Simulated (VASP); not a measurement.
Input of a VASP 6.6.1 run:

The input INCAR:

```
  ALGO = Normal
  EDIFF = 1E-6
  ENCUT = 520
  GGA = PS
  ISIF = 2
  ISMEAR = 0
  IVDW = 12
  LASPH = T
  LCHARG = F
  LREAL = F
  LWAVE = F
  NBANDS = 10
  NELM = 60
  PREC = Accurate
  SIGMA = 0.1
```

KPOINTS

```
k-points
0
Gamma
  24 24 12
```

File POSCAR:

```
Al
1.0
    2.7902591856      0.0000000000      0.0000000000
   -1.3951295928      2.4164353379      0.0000000000
    0.0000000000      0.0000000000      4.6479176761
Al
2
Direct
    0.6666666667      0.3333333333      0.7500000000
    0.3333333333      0.6666666667      0.2500000000
```

Potentials or basis: VASP PAW PBE potentials, release 64 (Al).

Run with:

```console
$ cat potpaw_PBE.64/Al/POTCAR > POTCAR
$ mpirun -np 1 vasp_std > vasp.out
```

(1) Predict the band gap on the k mesh.

(2) Estimate the dispersion energy per atom.

Results:

(1) zero (bands 3 and 4 overlap by 7.31 eV).

(2) -0.335 eV.
